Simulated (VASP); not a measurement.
TiO2: single point with r2SCAN+U

The system is TiO2.

```xyz
6
Lattice="4.5284 0.0000 0.0000 0.0000 4.5284 0.0000 0.0000 0.0000 3.0201" Properties=species:S:1:pos:R:3 pbc="T T T"
Ti    2.2642    2.2642    0.0000
Ti    0.0000    0.0000    1.5101
O     3.1465    3.1465    1.5101
O     3.6461    0.8823    0.0000
O     0.8823    3.6461    0.0000
O     1.3819    1.3819    1.5101
```

This cell differs from its parent crystal: biaxial strain in the a-b plane: -1.5 %.

```json
{"Program": "VASP 6.6.1", "Task": "single point", "Functional": "r2SCAN", "Potentials or basis": "VASP PAW PBE potentials, release 64 (Ti_sv, O)", "Cutoff": "520 eV", "k mesh": "6 × 6 × 8", "Occupations": "gaussian, width 0.02 eV", "Spin": "no spin polarisation", "Hubbard terms": "Ti d U = 4.0 eV"}
```

```
Pressure               : 9.6 GPa
Largest force          : 0.156 eV/Å
Band gap on the k mesh : 2.83 eV, direct
```

Forces in eV/Å, atoms in the order of the input:
```
Ti   0.000  0.000  0.000
Ti   0.000  0.000  0.000
O    0.110  0.110  0.000
O   -0.110  0.110  0.000
O    0.110 -0.110  0.000
O   -0.110 -0.110  0.000
```

Stress tensor (GPa, compression positive):
```
11.23  0.00  0.00
 0.00 11.23  0.00
 0.00  0.00  6.41
```

Levels at points of the mesh, in eV from the valence-band top:
| k point | band 21 | band 22 | band 23 | band 24 | band 25 | band 26 | band 27 | band 28 |
| --- | --- | --- | --- | --- | --- | --- | --- | --- |
| (0.00, 0.00, 0.00) | -0.97 | -0.53 | -0.53 | 0.00 | 2.83 | 3.14 | 3.34 | 3.39 |
| (0.50, 0.00, 0.00) | -1.96 | -1.96 | -0.82 | -0.82 | 3.49 | 3.49 | 3.99 | 3.99 |
| (0.50, 0.50, 0.00) | -1.68 | -1.68 | -1.18 | -1.18 | 2.86 | 2.86 | 3.42 | 3.42 |
| (0.00, 0.00, 0.50) | -2.53 | -2.53 | -1.52 | -1.52 | 3.94 | 3.94 | 3.99 | 3.99 |
| (0.50, 0.00, 0.50) | -2.05 | -2.05 | -1.17 | -1.17 | 2.89 | 2.89 | 4.07 | 4.07 |
| (0.50, 0.50, 0.50) | -1.33 | -1.33 | -0.74 | -0.74 | 3.53 | 3.53 | 4.08 | 4.08 |

Eigenvalues of the final occupation matrices:
```tsv
site	spin	trace	eigenvalues
site 1 d	1	0.77	0.07 0.09 0.09 0.25 0.26
site 1 d	2	0.77	0.07 0.09 0.09 0.25 0.26
site 2 d	1	0.77	0.07 0.09 0.09 0.25 0.26
site 2 d	2	0.77	0.07 0.09 0.09 0.25 0.26
```

Wall time 4.3 min on 1 thread of Intel Xeon 6975P-C, on a shared host, peak memory 0.23 GiB.

Caveat: the cell differs from its parent crystal (biaxial strain in the a-b plane: -1.5 %); the PAW data sets were made with another functional, which shifts forces and pressure a little. A k mesh can miss the band edges.
